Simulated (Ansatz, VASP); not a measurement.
# SiNi3: VASP beside Ansatz

The input INCAR:

```
PREC = Accurate
ENCUT = 520
EDIFF = 1E-7
ISMEAR = 0
SIGMA = 0.15
LREAL = F
LASPH = T
NELM = 80
ALGO = Fast
ISIF = 2
LWAVE = F
LCHARG = T
GGA = PS
LELF = T
LVHAR = T
NBANDS = 25
```

File KPOINTS:

```
Automatic mesh
0
Gamma
  14 14 14
```

POSCAR

```
SiNi3
1.0
    3.4612457436      0.0000000000      0.0000000000
    0.0000000000      3.5477768872      0.0000000000
    0.0000000000      0.0000000000      3.4612457436
Si Ni
1 3
Direct
    0.0000000000      0.0000000000      0.0000000000
    0.0000000000      0.5000000000      0.5000000000
    0.5000000000      0.0000000000      0.5000000000
    0.5000000000      0.5000000000      0.0000000000
```

Input for Ansatz:

```yaml
crystal:
  lattice:
    - [3.4612457436, 0.0, 0.0]
    - [0.0, 3.5477768872, 0.0]
    - [0.0, 0.0, 3.4612457436]
  atoms:
    - { symbol: Si, position: [0.0, 0.0, 0.0] }
    - { symbol: Ni, position: [0.0, 0.5, 0.5] }
    - { symbol: Ni, position: [0.5, 0.0, 0.5] }
    - { symbol: Ni, position: [0.5, 0.5, 0.0] }
basis:
  ecutwfc: 420
kpoints:
  mp_grid: { grid: [14, 14, 14] }
hamiltonian:
  xc: pbesol
scf:
  occupations: { method: gaussian, width: 0.15 }
output:
  forces: true
  stress: true
  eigenvalues: true
```

Change from the starting cell: strain +0.0250 x Voigt [0, 1, 0, 0, 0, 0], atoms carried along.

Alike in both runs: task single point; functional PBEsol; k mesh 14 × 14 × 14; occupations gaussian, width 0.15 eV; no spin polarisation.

|  | VASP | Ansatz |
| --- | --- | --- |
| version | VASP 6.6.1 | Ansatz 0.2.0 |
| potentials or method | VASP PAW PBE potentials, release 64 (Si, Ni), cutoff 520 eV | scalar-relativistic, plane waves, PAW |
| valence electrons in the cell | 34 | 58 |

|  | VASP | Ansatz | Ansatz less VASP |
| --- | --- | --- | --- |
| gap on the k mesh at the Fermi level (eV) | none | none | - |
| pressure (GPa) | -5.4 | -5.6 | -0.17 |
| traceless stress, the component that is largest in VASP (GPa) | -2.81 | -2.86 | -0.052 |

VASP's potentials were made for PBE, not for PBEsol. A gap of «none» marks a metal or a gap that the smearing closes. With one functional, cell and mesh, what is left measures potentials, basis and numerics. VASP's potentials hold 34 valence electrons a cell and Ansatz's 58, so a difference there can come from the potentials and not from the codes.
